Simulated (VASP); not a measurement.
# Hf (P6_3/mmc) in VASP: a series of runs

The runs below take Hf through relaxation of cell and atoms, with PBEsol.

All numbers are computed with VASP 6.6.1; they aren't measurements. Logs are shortened: lines on timing, memory, paths and dates and some standing lists are left out, and cuts for length are marked.

**1. The cell of the first run**

The structure is hexagonal, space group P6_3/mmc (No. 194). The conventional cell has a = 3.197 Å, b = 3.197 Å, c = 5.058 Å, α = 90.00°, β = 90.00°, γ = 120.00°. Hf (site symmetry -6m2) has 12 Hf at 3.13 to 3.20 Å within 4.1 Å.

**2. Relaxation of cell and atoms, PBEsol, target pressure 2 GPa, at which the enthalpy is minimised**

Input file INCAR:

```
SYSTEM = Hf
  PREC = Accurate
  ENCUT = 600
  EDIFF = 1E-6
  ISMEAR = -1
  SIGMA = 0.05
  LREAL = .False.
  LASPH = .True.
  NELM = 80
  ALGO = Normal
  ISIF = 3
  LWAVE = .False.
  LCHARG = .False.
  GGA = PS
  IBRION = 2
  NSW = 60
  EDIFFG = -0.01
  PSTRESS = 20.0
```

Input file KPOINTS:

```
regular mesh
0
Gamma
  10 10 5
  0 0 0
```

Input file POSCAR:

```
Hf
1.0
    3.1967000000      0.0000000000      0.0000000000
   -1.5983500000      2.7684234083      0.0000000000
    0.0000000000      0.0000000000      5.0578000000
Hf
2
Direct
    0.6666666667      0.3333333333      0.7500000000
    0.3333333333      0.6666666667      0.2500000000
```

Potentials or basis: VASP PAW PBE potentials, release 64 (Hf_pv).

On the command line:

```bash
> cat potpaw_PBE.64/Hf_pv/POTCAR > POTCAR
> mpirun -np 1 vasp_std > vasp.out
```

OUTCAR:

```text
SYSTEM = Hf
   PREC = Accurate
   ENCUT = 600
   EDIFF = 1E-6
   ISMEAR = -1
   LREAL = .False.
   LASPH = .True.
   NELM = 80
   ISIF = 3
   GGA = PS
   IBRION = 2
   NSW = 60
   EDIFFG = -0.01
   PSTRESS = 20.0

 ion  position               nearest neighbor table
   1  0.667  0.333  0.750-   2 3.13   2 3.13   2 3.13   2 3.13   2 3.13   2 3.13
   2  0.333  0.667  0.250-   1 3.13   1 3.13   1 3.13   1 3.13   1 3.13   1 3.13

  LATTYP: Found a hexagonal cell.
 ALAT       =     3.1967000000
 C/A-ratio  =     1.5821941377

  Lattice vectors:

 A1 = (   3.1967000000,   0.0000000000,   0.0000000000)
 A2 = (  -1.5983500000,   2.7684234083,   0.0000000000)
 A3 = (   0.0000000000,   0.0000000000,   5.0578000000)

Analysis of symmetry for initial positions (statically):
=====================================================================
 Subroutine PRICEL returns:
 Original cell was already a primitive cell.

 Routine SETGRP: Setting up the symmetry group for a
 hexagonal supercell.

 Subroutine GETGRP returns: Found 24 space group operations
 (whereof 12 operations were pure point group operations)
 out of a pool of 24 trial point group operations.

The static configuration has the point symmetry D_3d.
 The point group associated with its full space group is D_6h.

Analysis of symmetry for dynamics (positions and initial velocities):
=====================================================================
 Subroutine PRICEL returns:
 Original cell was already a primitive cell.

 Routine SETGRP: Setting up the symmetry group for a
 hexagonal supercell.

 Subroutine GETGRP returns: Found 24 space group operations
 (whereof 12 operations were pure point group operations)
 out of a pool of 24 trial point group operations.

The dynamic configuration has the point symmetry D_3d.
 The point group associated with its full space group is D_6h.

 Subroutine INISYM returns: Found 24 space group operations
 (whereof 12 operations are pure point group operations),
 and found     1 'primitive' translations

----------------------------------------------------------------------------------------

                                     Primitive cell

  volume of cell :      44.7606

  direct lattice vectors                    reciprocal lattice vectors
[... 97 lines left out ...]
   PSTRESS=   20.0 pullay stress
   NELECT =      20.0000    total number of electrons
   NUPDOWN=      -1.0000    fix difference up-down
   EMIN   =  10.00;   EMAX   =-10.00  energy-range for DOS
   EFERMI =   0.00;   METHOD = LEGACY
   ISMEAR =    -1;   SIGMA  =   0.05  broadening in eV -4-tet -1-fermi 0-gaus
   EFERMI_NEDOS =   21; number of points for ismear=-14 and -15
   IALGO  =     38    algorithm
   IMIX   =      4    mixing-type and parameters
     AMIX     =   0.40;   BMIX     =  1.00
     AMIX_MAG =   1.60;   BMIX_MAG =  1.00
  volume/ion in A,a.u.               =      22.38       151.03
  Fermi-wavevector in a.u.,A,eV,Ry     =   1.251563  2.365112 21.312311  1.566411
  Thomas-Fermi vector in A             =   2.385505
   LORBIT       =      0    0 simple, 1 ext, 2 COOP (PROOUT), +10 PAW based schemes
   GGA     = PS    functional components
   LHFCALC =     F    Hartree Fock is set to
   AEXX    =    0.0000 exact exchange contribution
   IVDW    =     0    specifies the selected vdW correction
   LEPSILON=     F    determine dielectric tensor
   LRPA    =     F    only Hartree local field effects (RPA)
 conjugate gradient relaxation of ions
 non-spin polarized calculation
  energy-cutoff  :      600.00
  volume of cell :       44.76
 maximum number of plane-waves:      1518
 NGX is ok and might be reduce to    28
   NGX = 13   NGY = 13   NGZ = 21

--------------------------------------- Ionic step        1  -------------------------------------------

 number of electron      20.0000001 magnetization

 Free energy of the ion-electron system (eV)
  ---------------------------------------------------
  ext. energy  EPLUGINS =         0.00000000
  ---------------------------------------------------
  free energy    TOTEN  =       -20.99013392 eV

  energy without entropy =      -20.97922577  energy(sigma->0) =      -20.98467985

------------------------ aborting loop because EDIFF is reached ----------------------------------------

  FORCE on cell =-STRESS in cart. coord.  units (eV):
  Direction    XX          YY          ZZ          XY          YZ          ZX
  --------------------------------------------------------------------------------------
  -------------------------------------------------------------------------------------
  Total       -1.1476484     -1.1476484     -1.2930896      0.0000000      0.0000000      0.0000000
  in kB      -41.0793334    -41.0793334    -46.2853072      0.0000000      0.0000000      0.0000000
  external PRESSURE =     -62.8146580 kB  Pullay stress =      20.0000000 kB
[... 101 lines left out ...]
--------------------------------------- Ionic step        4  -------------------------------------------

 number of electron      19.9999999 magnetization

 Free energy of the ion-electron system (eV)
  ---------------------------------------------------
  ext. energy  EPLUGINS =         0.00000000
  ---------------------------------------------------
  free energy    TOTEN  =       -21.00992796 eV

  energy without entropy =      -21.00137124  energy(sigma->0) =      -21.00564960

 E-fermi :   5.1307     XC(G=0): -11.6538

 val. band max:        5.0727824026   @ k =   0.1000   0.1000   0.2000
 cond. band min:       5.1456004559   @ k =   0.0000   0.0000   0.4000
 fundamental gap:      0.0728180533
 Fermi energy:         5.1307203821

 k-point     1 :       0.0000    0.0000    0.0000
  band No.  band energies     occupation
      1     -25.8449      2.00000
      2     -24.9413      2.00000
      3     -24.9413      2.00000
      4     -24.7867      2.00000
      5     -24.7861      2.00000
      6     -24.7861      2.00000
      7      -2.4225      2.00000
      8       1.2626      2.00000
      9       6.0569      0.00000
     10       6.3320      0.00000
     11       6.3320      0.00000
     12       6.6515      0.00000
     13       7.2218      0.00000
     14       7.2218      0.00000
[... 377 lines left out ...]
      1     -25.6709      2.00000
      2     -25.5154      2.00000
      3     -25.2895      2.00000
      4     -25.1464      2.00000
      5     -25.0278      2.00000
      6     -24.9431      2.00000
      7       1.5528      2.00000
      8       2.5075      2.00000
      9       3.4042      2.00000
     10       4.0083      2.00000
     11       5.7782      0.00000
     12       6.2952      0.00000
     13       6.8805      0.00000
     14      10.2048      0.00000

 [... further k-points ...]
[... 5 lines left out ...]
  --------------------------------------------------------------------------------------
  -------------------------------------------------------------------------------------
  Total        0.5321204      0.5321204      0.5379044      0.0000000      0.0000000      0.0000000
  in kB       20.1694068     20.1694068     20.3886448      0.0000000      0.0000000      0.0000000
  external PRESSURE =       0.2424861 kB  Pullay stress =      20.0000000 kB
[... 21 lines left out ...]
  energy  without entropy=      -21.0013712447  energy(sigma->0) =      -21.00564960

  enthalpy is  TOTEN    =       -20.4822769557 eV   P V=        0.5276510012

 reached required accuracy - stopping structural energy minimisation
```

CONTCAR:

```text
Hf
   1.00000000000000
     3.1379323967474675   -0.0000000000000000    0.0000000000000000
    -1.5689661983737337    2.7175291709628211   -0.0000000000000000
     0.0000000000000000    0.0000000000000000    4.9568931300098384
  Hf
     2
Direct
     0.6666666667000030    0.3333333332999970    0.7500000000000000
     0.3333333332999970    0.6666666667000030    0.2500000000000000

  0.00000000E+00  0.00000000E+00  0.00000000E+00
  0.00000000E+00  0.00000000E+00  0.00000000E+00
```

Run time: 66 s. Hardware: 1 thread of Intel Xeon Platinum 8488C (Sapphire Rapids), shared host; peak memory 0.2 GiB.

Results:

* Free energy: -21.0099 eV
* Relaxed volume: 21.13 Å³/atom
* Relaxed cell: a = 3.138 Å, b = 3.138 Å, c = 4.957 Å, α = 90.00°, β = 90.00°, γ = 120.00°
* Space group after relaxing (to 0.05 Å): P6_3/mmc (No. 194)
* Energy change on relaxing (the enthalpy is what falls): -9.9 meV/atom
* Ionic steps: 4
* Pressure after relaxing: 2.0 GPa
* Band gap on the k mesh: zero (band 10 reaches 6.33 eV, above the bottom of band 11 at 4.81 eV)

Step by step:
```
step  energy change (eV)  largest force (eV/Å)  pressure (GPa)  volume (Å³)
   1              0.0000                0.0000           -4.28        44.76
   2              0.1055                0.0000           12.10        39.31
   3             -0.0204                0.0000            1.89        42.32
   4             -0.0198                0.0000            2.02        42.27
```

Final structure:
```xyz
2
Lattice="3.1379 0.0000 0.0000 -1.5690 2.7175 0.0000 0.0000 0.0000 4.9569" Properties=species:S:1:pos:R:3 pbc="T T T"
Hf    1.5690    0.9058    3.7177
Hf    0.0000    1.8117    1.2392
```

Levels at points of the mesh, in eV from the Fermi level:
| k point | band 8 | band 9 | band 10 | band 11 | band 12 | band 13 |
| --- | --- | --- | --- | --- | --- | --- |
| (0.00, 0.00, 0.00) | -3.87 | 0.93 | 1.20 | 1.20 | 1.52 | 2.09 |
| (0.50, 0.00, 0.00) | -2.94 | -2.38 | -0.66 | 0.77 | 0.98 | 1.82 |

Caveat: the cell is relaxed towards a set pressure, so the enthalpy falls and the energy may rise; the PAW data sets were made with another functional, which shifts forces and pressure a little; spin-orbit coupling is left out, which moves the levels of the heavy elements.

**3. Relaxation of cell and atoms, PBEsol, target pressure 5 GPa, at which the enthalpy is minimised**

Input file INCAR:

```
SYSTEM = Hf
PREC = Accurate
ENCUT = 600
EDIFF = 1E-6
ISMEAR = -1
SIGMA = 0.05
LREAL = .FALSE.
LASPH = .TRUE.
NELM = 80
ALGO = Normal
ISIF = 3
LWAVE = .FALSE.
LCHARG = .FALSE.
GGA = PS
IBRION = 2
NSW = 60
EDIFFG = -0.01
PSTRESS = 50.0
```

Input file KPOINTS:

```
regular mesh
0
G
  10 10 5
  0 0 0
```

POSCAR is that of step 2.

Potentials or basis: VASP PAW PBE potentials, release 64 (Hf_pv).

On the command line:

```bash
> cat potpaw_PBE.64/Hf_pv/POTCAR > POTCAR
> mpirun -np 1 vasp_std > vasp.out
```

Run time: 1.9 min. Hardware: 1 thread of Intel Xeon Platinum 8488C (Sapphire Rapids), shared host; peak memory 0.2 GiB.

It converged, with:

* Free energy: -20.9888 eV
* Relaxed volume: 20.65 Å³/atom
* Relaxed cell: a = 3.113 Å, b = 3.113 Å, c = 4.920 Å, α = 90.00°, β = 90.00°, γ = 120.00°
* Space group after relaxing (to 0.05 Å): P6_3/mmc (No. 194)
* Energy change on relaxing (the enthalpy is what falls): +0.7 meV/atom
* Ionic steps: 7
* Pressure after relaxing: 5.0 GPa
* Band gap on the k mesh: zero (band 10 reaches 6.50 eV, above the bottom of band 11 at 4.97 eV)

Stress tensor (GPa, compression positive):
```
4.95 0.00 0.00
0.00 4.95 0.00
0.00 0.00 5.04
```

The path:
| step | energy change (eV) | largest force (eV/Å) | pressure (GPa) | volume (Å³) |
| --- | --- | --- | --- | --- |
| 1 | 0.0000 | 0.0000 | -4.28 | 44.76 |
| 2 | 0.3700 | 0.0000 | 23.17 | 36.88 |
| 3 | -0.0015 | 0.0000 | 4.67 | 41.39 |
| 4 | 0.0013 | 0.0000 | 4.97 | 41.30 |
| 5 | 0.0034 | 0.0000 | 5.19 | 41.23 |
| 6 | -0.0005 | 0.0000 | 4.79 | 41.36 |
| 7 | 0.0014 | 0.0000 | 4.98 | 41.30 |

Final structure:
```
Hf
1.0
     3.11310    0.00000    0.00000
    -1.55655    2.69603    0.00000
     0.00000    0.00000    4.92017
Hf
2
Direct
  0.66667 0.33333 0.75000
  0.33333 0.66667 0.25000
```

Levels at points of the mesh, in eV from the Fermi level:
```csv
k point,band 8,band 9,band 10,band 11,band 12,band 13
"(0.00, 0.00, 0.00)",-3.95,1.02,1.20,1.20,1.53,2.12
"(0.50, 0.00, 0.00)",-3.03,-2.46,-0.61,0.77,1.01,1.86
```

Caveat: the cell is relaxed towards a set pressure, so the enthalpy falls and the energy may rise; the PAW data sets were made with another functional, which shifts forces and pressure a little; spin-orbit coupling is left out, which moves the levels of the heavy elements.
